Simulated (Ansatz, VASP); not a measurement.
## One calculation of HfO2, two programs

The input INCAR:

```
  PREC = Accurate
  ENCUT = 520
  EDIFF = 1E-7
  ISMEAR = -1
  SIGMA = 0.02
  LREAL = F
  LASPH = T
  NELM = 100
  ALGO = Normal
  ISIF = 2
  LWAVE = F
  LCHARG = F
  GGA = PE
  IBRION = 2
  NSW = 80
  EDIFFG = -0.02
```

File KPOINTS:

```
regular mesh
0
Gamma
  10 10 10
```

File POSCAR:

```
HfO2
1.0
    0.0000000000      2.5403350533      2.5403350533
    2.5403350533      0.0000000000      2.5403350533
    2.5403350533      2.5403350533      0.0000000000
Hf O
1 2
Direct
    0.0000000000      0.0000000000      0.0000000000
    0.2500000000      0.2500000000      0.2500000000
    0.7500000000      0.7500000000      0.7500000000
```

Input for Ansatz:

```yaml
crystal:
  lattice:
    - [0.0, 2.5403350533, 2.5403350533]
    - [2.5403350533, 0.0, 2.5403350533]
    - [2.5403350533, 2.5403350533, 0.0]
  atoms:
    - { symbol: Hf, position: [0.0, 0.0, 0.0] }
    - { symbol: O, position: [0.25, 0.25, 0.25] }
    - { symbol: O, position: [0.75, 0.75, 0.75] }
kpoints:
  mp_grid: { grid: [10, 10, 10] }
scf:
  occupations: { method: fermi_dirac, width: 0.02 }
hamiltonian:
  xc: pbe
  pseudopotentials: { kind: paw }
output:
  forces: true
  stress: true
  populations: true
  efg:
    quadrupole_moments_barn: { Hf: 3.365, O: -0.02558 }
    contact_densities: true
  write_density: true
  write_potential: true
  elf: true
  volumetric_format: npy
relax:
  f_tol: 0.02
  max_steps: 60
```

Change from the starting cell: volume scaled by 0.98, ions relaxed.

Alike in both runs: task relaxation of the atoms; functional PBE; k mesh 10 × 10 × 10; occupations fermi-dirac, width 0.02 eV; no spin polarisation.

```csv
,VASP,Ansatz
version,VASP 6.6.1,Ansatz 0.2.0
potentials or method,"VASP PAW PBE potentials, release 64 (Hf_pv, O)","plane-wave PAW, scalar-relativistic"
plane-wave cutoff (eV),520,420
valence electrons in the cell,22,38
```

|  | VASP | Ansatz | Ansatz less VASP |
| --- | --- | --- | --- |
| gap on the k mesh at the Fermi level, each at its own relaxed structure (eV) | 3.78 | 3.77 | -0.014 |

VASP's potentials hold 22 valence electrons a cell and Ansatz's 38, so a difference there can come from the potentials and not from the codes. Ansatz's warnings: stress scf threshold loose.

Spin-orbit coupling is off throughout. Noted on VASP's run: the relaxation stopped at its first step, so nothing moved.
